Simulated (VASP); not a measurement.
# CuSi16 (a cell with a defect) in VASP: further runs

CuSi16 (a cell with a defect) is run at these levels: PBE; tasks: single point.

All numbers are computed with VASP 6.6.1; they aren't measurements. Logs are shortened: lines on timing, memory, paths and dates and some standing lists are left out, and cuts for length are marked.

## Step 1: The cell of the first run

The cell holds a defect, 17 atoms: a = 7.679 Å, b = 7.679 Å, c = 7.679 Å, α = 60.00°, β = 60.00°, γ = 60.00°.

## Step 2: Single point, PBE

INCAR

```
PREC = Accurate
ENCUT = 520
EDIFF = 1E-6
ISMEAR = 0
SIGMA = 0.02
LREAL = Auto
LASPH = True
NELM = 80
ALGO = Normal
ISIF = 2
LWAVE = False
LCHARG = True
GGA = PE
LELF = True
LVHAR = True
NELECT = 74.0
NBANDS = 52
```

KPOINTS

```
Automatic mesh
0
Gamma
  2 2 2
```

POSCAR

```
CuSi16
1.0
    0.0000000000      5.4300000000      5.4300000000
    5.4300000000      0.0000000000      5.4300000000
    5.4300000000      5.4300000000      0.0000000000
Si Cu
16 1
Direct
   -0.0029518832     -0.0028398583     -0.0078818829
    0.1190340797      0.1192778209      0.1225504670
   -0.0040380906     -0.0042126438      0.4955453733
    0.1205233988      0.1200160556      0.6202341785
    0.0048931074      0.4950451050     -0.0056020293
    0.1333303150      0.6247936718      0.1242974057
   -0.0022694149      0.4919098706      0.4966627073
    0.1195086307      0.6228429930      0.6185087926
    0.4946968990      0.0057760464     -0.0060585752
    0.6247141761      0.1335270432      0.1239594098
    0.4924121953     -0.0024772418      0.4963607096
    0.6230660947      0.1195664325      0.6182149737
    0.5129932546      0.5131941896      0.0118057382
    0.6366224602      0.6374508426      0.1352823200
    0.4955240585      0.4955052750      0.5034947714
    0.6253086486      0.6250708129      0.6322814343
    0.3891211702      0.3899679845      0.8877490061
```

Potentials or basis: VASP PAW PBE potentials, release 64 (Si, Cu).

Command:

```
cat potpaw_PBE.64/Si/POTCAR potpaw_PBE.64/Cu/POTCAR > POTCAR
mpirun -np 1 vasp_std > vasp.out
```

OUTCAR:

```text
PREC = Accurate
   ENCUT = 520
   EDIFF = 1E-6
   ISMEAR = 0
   LREAL = Auto
   LASPH = True
   NELM = 80
   ISIF = 2
   GGA = PE
   NELECT = 74.0

 ion  position               nearest neighbor table
   1  0.997  0.997  0.992-   4 2.33  10 2.34   6 2.34   2 2.35
   2  0.119  0.119  0.123-   3 2.34   1 2.35   9 2.36   5 2.36  17 2.95
   3  0.996  0.996  0.496-  12 2.34   8 2.34   2 2.34   4 2.34
   4  0.121  0.120  0.620-   1 2.33  11 2.33   7 2.33   3 2.34
   5  0.005  0.495  0.994-  14 2.32   2 2.36   8 2.36  17 2.43   6 2.43
   6  0.133  0.625  0.124-   7 2.34   1 2.34  13 2.39   5 2.43  17 2.56
   7  0.998  0.492  0.497-   4 2.33   6 2.34  16 2.34   8 2.35
   8  0.120  0.623  0.619-   3 2.34   7 2.35   5 2.36  15 2.36  17 2.94
   9  0.495  0.006  0.994-  14 2.32   2 2.36  12 2.36  17 2.43  10 2.43
  10  0.625  0.134  0.124-   1 2.34  11 2.34  13 2.39   9 2.43  17 2.57
  11  0.492  0.998  0.496-   4 2.33  10 2.34  16 2.34  12 2.35
  12  0.623  0.120  0.618-   3 2.34  11 2.35   9 2.36  15 2.36  17 2.94
  13  0.513  0.513  0.012-  17 2.33  14 2.33  16 2.39   6 2.39  10 2.39
  14  0.637  0.637  0.135-  15 2.32   5 2.32   9 2.32  13 2.33
  15  0.496  0.496  0.503-  14 2.32  12 2.36   8 2.36  17 2.43  16 2.43
  16  0.625  0.625  0.632-   7 2.34  11 2.34  13 2.39  15 2.43  17 2.56
  17  0.389  0.390  0.888-  13 2.33   9 2.43  15 2.43   5 2.43  16 2.56   6 2.56  10 2.57   8 2.94
                            12 2.94   2 2.95

  LATTYP: Found a face centered cubic cell.
 ALAT       =    10.8600000000

  Lattice vectors:

 A1 = (   0.0000000000,   5.4300000000,   5.4300000000)
 A2 = (   5.4300000000,   0.0000000000,   5.4300000000)
 A3 = (   5.4300000000,   5.4300000000,   0.0000000000)

Analysis of symmetry for initial positions (statically):
=====================================================================
 Subroutine PRICEL returns:
 Original cell was already a primitive cell.

 Routine SETGRP: Setting up the symmetry group for a
 face centered cubic supercell.

 Subroutine GETGRP returns: Found  1 space group operations
 (whereof  1 operations were pure point group operations)
 out of a pool of 48 trial point group operations.

The static configuration has the point symmetry C_1 .

Analysis of symmetry for dynamics (positions and initial velocities):
=====================================================================
 Subroutine PRICEL returns:
 Original cell was already a primitive cell.

 Routine SETGRP: Setting up the symmetry group for a
 face centered cubic supercell.

 Subroutine GETGRP returns: Found  1 space group operations
 (whereof  1 operations were pure point group operations)
 out of a pool of 48 trial point group operations.

The dynamic configuration has the point symmetry C_1 .

 Subroutine INISYM returns: Found  1 space group operations
 (whereof  1 operations are pure point group operations),
 and found     1 'primitive' translations

----------------------------------------------------------------------------------------

                                     Primitive cell

  volume of cell :     320.2060

  direct lattice vectors                    reciprocal lattice vectors
     0.000000000  5.430000000  5.430000000    -0.092081031  0.092081031  0.092081031
     5.430000000  0.000000000  5.430000000     0.092081031 -0.092081031  0.092081031
     5.430000000  5.430000000  0.000000000     0.092081031  0.092081031 -0.092081031

  length of vectors
     7.679179644  7.679179644  7.679179644     0.159489025  0.159489025  0.159489025

  position of ions in fractional coordinates (direct lattice)
     0.997048117  0.997160142  0.992118117
     0.119034080  0.119277821  0.122550467
     0.995961909  0.995787356  0.495545373
     0.120523399  0.120016056  0.620234178
     0.004893107  0.495045105  0.994397971
     0.133330315  0.624793672  0.124297406
[... 9 lines left out ...]
     0.625308649  0.625070813  0.632281434
     0.389121170  0.389967984  0.887749006

  ion indices of the primitive-cell ions
   primitive index   ion index
                 1           1
                 2           2
                 3           3
                 4           4
                 5           5
                 6           6
[... 9 lines left out ...]
                16          16
                17          17

----------------------------------------------------------------------------------------

 KPOINTS: Automatic mesh

Automatic generation of k-mesh.
 Grid dimensions read from file:
 generate k-points for:    2    2    2

 Generating k-lattice:

  Cartesian coordinates                     Fractional coordinates (reciprocal lattice)
    -0.046040516  0.046040516  0.046040516     0.500000000  0.000000000  0.000000000
     0.046040516 -0.046040516  0.046040516     0.000000000  0.500000000  0.000000000
     0.046040516  0.046040516 -0.046040516     0.000000000  0.000000000  0.500000000

  Length of vectors
     0.079744512  0.079744512  0.079744512

  Shift w.r.t. Gamma in fractional coordinates (k-lattice)
     0.000000000  0.000000000  0.000000000

 Subroutine IBZKPT returns following result:
 ===========================================

 Found      8 irreducible k-points:

 Following reciprocal coordinates:
            Coordinates               Weight
  0.000000  0.000000  0.000000      1.000000
  0.500000  0.000000  0.000000      1.000000
  0.000000  0.500000  0.000000      1.000000
  0.000000  0.000000  0.500000      1.000000
  0.500000  0.500000  0.500000      1.000000
  0.500000  0.500000  0.000000      1.000000
  0.000000  0.500000  0.500000      1.000000
  0.500000  0.000000  0.500000      1.000000
   k-points           NKPTS =      8   k-points in BZ     NKDIM =      8   number of bands    NBANDS=     52
   number of dos      NEDOS =    301   number of ions     NIONS =     17
   total plane-waves  NPLWV = 216000
   dimension x,y,z NGX =    60 NGY =   60 NGZ =   60
   dimension x,y,z NGXF=   120 NGYF=  120 NGZF=  120
   ions per type =              16   1
   NGX,Y,Z   is equivalent  to a cutoff of  12.99, 12.99, 12.99 a.u.
   NGXF,Y,Z  is equivalent  to a cutoff of  25.98, 25.98, 25.98 a.u.
 SYSTEM =  unknown system
   PREC   = accura    normal or accurate (medium, high low for compatibility)
   ISTART =      0    job   : 0-new  1-cont  2-samecut
   ICHARG =      2    charge: 1-file 2-atom 10-const
   ISPIN  =      1    spin polarized calculation?
   LNONCOLLINEAR =      F non collinear calculations
   LSORBIT =      F    spin-orbit coupling
   LASPH  =      T    aspherical Exc in radial PAW
   ENCUT  =  520.0 eV  38.22 Ry    6.18 a.u.  14.28 14.28 14.28*2*pi/ulx,y,z
   NELM   =     80;   NELMIN=  2; NELMDL= -5     # of ELM steps
   EDIFF  = 0.1E-05   stopping-criterion for ELM
   LREAL  =      T    real-space projection
   EDIFFG = 0.1E-04   stopping-criterion for IOM
   NSW    =      0    number of steps for IOM
   IBRION =     -1    ionic relax: 0-MD 1-quasi-New 2-CG
   NFREE  =      0    steps in history (QN), initial steepest desc. (CG)
   ISIF   =      2    stress and relaxation
   ISYM   =      2    0-nonsym 1-usesym 2-fastsym
   POTIM  = 0.5000    time-step for ionic-motion
   TEBEG  =    0.0;   TEEND  =   0.0 temperature during run
   PSTRESS=    0.0 pullay stress
   NELECT =      74.0000    total number of electrons
   NUPDOWN=      -1.0000    fix difference up-down
   EMIN   =  10.00;   EMAX   =-10.00  energy-range for DOS
   EFERMI =   0.00;   METHOD = LEGACY
   ISMEAR =     0;   SIGMA  =   0.02  broadening in eV -4-tet -1-fermi 0-gaus
   EFERMI_NEDOS =   21; number of points for ismear=-14 and -15
   IALGO  =     38    algorithm
   IMIX   =      4    mixing-type and parameters
     AMIX     =   0.40;   BMIX     =  1.00
     AMIX_MAG =   1.60;   BMIX_MAG =  1.00
  volume/ion in A,a.u.               =      18.84       127.11
  Fermi-wavevector in a.u.,A,eV,Ry     =   1.004636  1.898488 13.732283  1.009294
  Thomas-Fermi vector in A             =   2.137265
   LORBIT       =      0    0 simple, 1 ext, 2 COOP (PROOUT), +10 PAW based schemes
   GGA     = PE    functional components
   LHFCALC =     F    Hartree Fock is set to
   AEXX    =    0.0000 exact exchange contribution
   IVDW    =     0    specifies the selected vdW correction
   LEPSILON=     F    determine dielectric tensor
   LRPA    =     F    only Hartree local field effects (RPA)
 non-spin polarized calculation
 Gauss-broadening in eV      SIGMA  =   0.02
  energy-cutoff  :      520.00
  volume of cell :      320.21
 maximum number of plane-waves:      8646
 NGX is ok and might be reduce to    60
   NGX = 29   NGY = 29   NGZ = 29

 number of electron      74.0000002 magnetization

 Free energy of the ion-electron system (eV)
  ---------------------------------------------------
  ext. energy  EPLUGINS =         0.00000000
  ---------------------------------------------------
  free energy    TOTEN  =       -94.22095189 eV

  energy without entropy =      -94.22095189  energy(sigma->0) =      -94.22095189

 E-fermi :   6.2896     XC(G=0):  -9.6081

 val. band max:        6.1950952507   @ k =   0.0000   0.0000   0.0000
 cond. band min:       6.5563370285   @ k =   0.0000   0.0000   0.0000
 fundamental gap:      0.3612417777
 Fermi energy:         6.2896391320

 k-point     1 :       0.0000    0.0000    0.0000
  band No.  band energies     occupation
      1      -5.8951      2.00000
      2      -3.5516      2.00000
      3      -3.5049      2.00000
      4      -3.4716      2.00000
      5      -3.4698      2.00000
      6      -2.0463      2.00000
[... 41 lines left out ...]
     48       8.4550      0.00000
     49       8.7619      0.00000

 k-point     2 :       0.5000    0.0000    0.0000
  band No.  band energies     occupation
      1      -5.2276      2.00000
      2      -4.9324      2.00000
      3      -3.2991      2.00000
      4      -3.2641      2.00000
      5      -3.1658      2.00000
      6      -3.0390      2.00000
[... 304 lines left out ...]
 k-point     8 :       0.5000    0.0000    0.5000
  band No.  band energies     occupation
      1      -4.9320      2.00000
      2      -4.7241      2.00000
      3      -3.8683      2.00000
      4      -3.7778      2.00000
      5      -3.7465      2.00000
      6      -3.7378      2.00000
[... 41 lines left out ...]
     48      10.5014      0.00000
     49      10.5089      0.00000
 [bands above 49 left out]

------------------------ aborting loop because EDIFF is reached ----------------------------------------

  FORCE on cell =-STRESS in cart. coord.  units (eV):
  Direction    XX          YY          ZZ          XY          YZ          ZX
  --------------------------------------------------------------------------------------
  -------------------------------------------------------------------------------------
  Total       -1.8059653     -1.8182207     -1.8035242      0.2203831      0.1987343      0.1739407
  in kB       -9.0362972     -9.0976178     -9.0240826      1.1027052      0.9943838      0.8703268
  external PRESSURE =      -9.0526658 kB  Pullay stress =       0.0000000 kB

 VOLUME and BASIS-vectors are now :
 -----------------------------------------------------------------------------
  energy-cutoff  :      520.00
  volume of cell :      320.21
      direct lattice vectors                 reciprocal lattice vectors
     0.000000000  5.430000000  5.430000000    -0.092081031  0.092081031  0.092081031
     5.430000000  0.000000000  5.430000000     0.092081031 -0.092081031  0.092081031
     5.430000000  5.430000000  0.000000000     0.092081031  0.092081031 -0.092081031

 POSITION                                       TOTAL-FORCE (eV/Angst)
 -----------------------------------------------------------------------------------
     10.80178     10.80117     10.82855         0.000255      0.005622      0.003052
      1.31313      1.31180      1.29403         0.004504     -0.005071     -0.005983
      8.09794      8.09888     10.81520        -0.001872      0.001710      0.003437
      4.01956      4.02231      1.30613        -0.003067     -0.004980      0.002643
      8.08768      5.42615      2.71466        -0.001547      0.004087      0.005100
      4.06756      1.39892      4.11661         0.009656     -0.008603     -0.009460
[... 9 lines left out ...]
      6.82742      6.82871      6.78956        -0.014368     -0.017009      0.017666
      6.93800      6.93341      4.23045        -0.010387     -0.018194     -0.006082
 -----------------------------------------------------------------------------------
    total drift:                                0.004667      0.006153      0.005020

  FREE ENERGIE OF THE ION-ELECTRON SYSTEM (eV)
  ---------------------------------------------------
  free  energy   TOTEN  =       -94.2209518868 eV

  energy  without entropy=      -94.2209518868  energy(sigma->0) =      -94.22095189
```

Wall time 4.4 min (1 thread of AMD EPYC 9R45 (Zen 5), shared host); peak memory 0.46 GiB.

What came out:

* Free energy: -94.2210 eV
* Largest force: 0.028 eV/Å

Forces on the atoms (eV/Å):
```
Si   0.000  0.006  0.003
Si   0.005 -0.005 -0.006
Si  -0.002  0.002  0.003
Si  -0.003 -0.005  0.003
Si  -0.002  0.004  0.005
Si   0.010 -0.009 -0.009
Si   0.011 -0.004  0.004
Si  -0.007  0.004  0.002
Si  -0.006  0.008 -0.006
Si   0.003  0.013 -0.003
Si  -0.004  0.011  0.001
Si   0.002 -0.012  0.005
Si   0.010  0.014  0.003
Si  -0.003  0.000 -0.001
Si   0.010  0.009 -0.016
Si  -0.014 -0.017  0.018
Cu  -0.010 -0.018 -0.006
```

Caveat: the k points lie up to 0.50 Å⁻¹ apart; the cell carries a net charge on a neutralising background, which shifts energy and pressure; the cell is charged against a uniform background, so pressure and absolute levels hang on convention.

## Step 3: Single point, PBE

INCAR

```
ALGO = Normal ; EDIFF = 1E-6
ENCUT = 520 ; GGA = PE
ISIF = 2 ; ISMEAR = 0
LASPH = T ; LCHARG = T
LELF = T ; LREAL = Auto
LVHAR = T ; LWAVE = F
NBANDS = 52 ; NELECT = 74.0
NELM = 80 ; PREC = Accurate
SIGMA = 0.02
```

KPOINTS

```
k-points
0
Gamma
  2 2 2
```

POSCAR

```
CuSi16
1.0
    0.0000000000      5.4300000000      5.4300000000
    5.4300000000      0.0000000000      5.4300000000
    5.4300000000      5.4300000000      0.0000000000
Si Cu
16 1
Direct
   -0.0110559087      0.0352180588     -0.0106989731
    0.1311991446      0.1196899423      0.1309996267
    0.0019042460     -0.0147761294      0.5066586089
    0.1293333902      0.1189256381      0.6211280529
    0.0006587623      0.5074393831      0.0004954705
    0.1121132589      0.6637053190      0.1121186049
   -0.0004249984      0.5075700112      0.4921755171
    0.1326449112      0.6107830649      0.6281116280
    0.5067860122     -0.0149118182      0.0017265335
    0.6207430122      0.1190233852      0.1293767469
    0.5054073773     -0.0142893449      0.5054653452
    0.6290221934      0.1116587225      0.6288556128
    0.4920763159      0.5075523581     -0.0004478839
    0.6282709418      0.6106532016      0.1325045510
    0.5045799010      0.4850497277      0.5044463245
    0.6273806494      0.6112303078      0.6273321294
    0.2371905608      0.2925164223      1.2378156947
```

Potentials or basis: VASP PAW PBE potentials, release 64 (Si, Cu).

Command:

```
cat potpaw_PBE.64/Si/POTCAR potpaw_PBE.64/Cu/POTCAR > POTCAR
mpirun -np 1 vasp_std > vasp.out
```

Run time: 4.6 min. Hardware: 1 thread of AMD EPYC 9R45 (Zen 5), shared host; peak memory 0.46 GiB.

Results (log left out):

```
Free energy   : -94.2204 eV
Largest force : 0.017 eV/Å
```

Forces in eV/Å, atoms in the order of the input:
```
Si  -0.008  0.006 -0.008
Si   0.000 -0.008 -0.003
Si   0.000  0.001  0.006
Si   0.008 -0.001  0.009
Si  -0.006 -0.002 -0.007
Si   0.008 -0.005  0.007
Si  -0.004  0.007 -0.003
Si   0.007 -0.001  0.000
Si   0.006  0.001  0.001
Si   0.009  0.002  0.009
Si  -0.003 -0.001 -0.003
Si  -0.002 -0.003 -0.001
Si  -0.003  0.008 -0.004
Si   0.000 -0.002  0.007
Si   0.001 -0.005  0.002
Si   0.001 -0.001  0.000
Cu  -0.013  0.004 -0.011
```

Levels at points of the mesh, in eV from the Fermi level:
| k point | band 35 | band 36 | band 37 | band 38 | band 39 | band 40 |
| --- | --- | --- | --- | --- | --- | --- |
| (0.00, 0.00, 0.00) | -0.56 | -0.11 | -0.10 | 0.27 | 0.69 | 0.69 |
| (0.50, 0.00, 0.00) | -0.76 | -0.68 | -0.59 | 0.67 | 1.17 | 1.37 |
| (0.00, 0.50, 0.00) | -0.83 | -0.64 | -0.64 | 0.50 | 1.34 | 1.42 |
| (0.00, 0.00, 0.50) | -0.76 | -0.68 | -0.60 | 0.68 | 1.17 | 1.37 |
| (0.50, 0.50, 0.50) | -0.76 | -0.67 | -0.57 | 0.67 | 1.17 | 1.37 |
| (0.50, 0.50, 0.00) | -1.35 | -1.32 | -0.87 | 0.76 | 1.14 | 2.11 |
| (0.00, 0.50, 0.50) | -1.35 | -1.32 | -0.87 | 0.75 | 1.15 | 2.11 |
| (0.50, 0.00, 0.50) | -1.36 | -1.32 | -0.88 | 0.76 | 1.14 | 2.11 |

Caveat: the k points lie up to 0.50 Å⁻¹ apart; the cell carries a net charge on a neutralising background, which shifts energy and pressure; the cell is charged against a uniform background, so pressure and absolute levels hang on convention.

(Part 1 of 2 ends here.)
